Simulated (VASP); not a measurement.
ScAl3:

```
Sc Al
1.0
     4.14160    0.00000    0.00000
     0.00000    4.14160    0.00000
     0.00000    0.00000    4.14160
Sc Al
1 3
Direct
  0.00000 0.00000 0.00000
  0.50000 0.50000 0.00000
  0.00000 0.50000 0.50000
  0.50000 0.00000 0.50000
```

Base run:

```yaml
Program: VASP 6.6.1
Functional: PBE
Potentials_or_basis: VASP PAW PBE potentials, release 64 (Sc_sv, Al)
Cutoff: 520 eV
k_mesh: 7 × 7 × 7
Occupations: fermi-dirac, width 0.05 eV
Spin: no spin polarisation
```

Its results: band gap on the k mesh zero (band 10 reaches 7.75 eV, above the bottom of band 11 at 4.30 eV); pressure -2.2 GPa.

Task: The run is repeated on the same cell with these changes: functional from PBE to PBEsol; further incar settings from ALGO = Normal; EDIFF = 1e-06; NBANDS = 18 to ALGO = Normal; EDIFF = 1e-07; NBANDS = 18. What comes out?

Result: Band gap on the k mesh zero (band 10 reaches 7.70 eV, above the bottom of band 11 at 4.23 eV); pressure -4.2 GPa.

Caveats: the PAW data sets were made with another functional, which shifts forces and pressure a little (some runs).
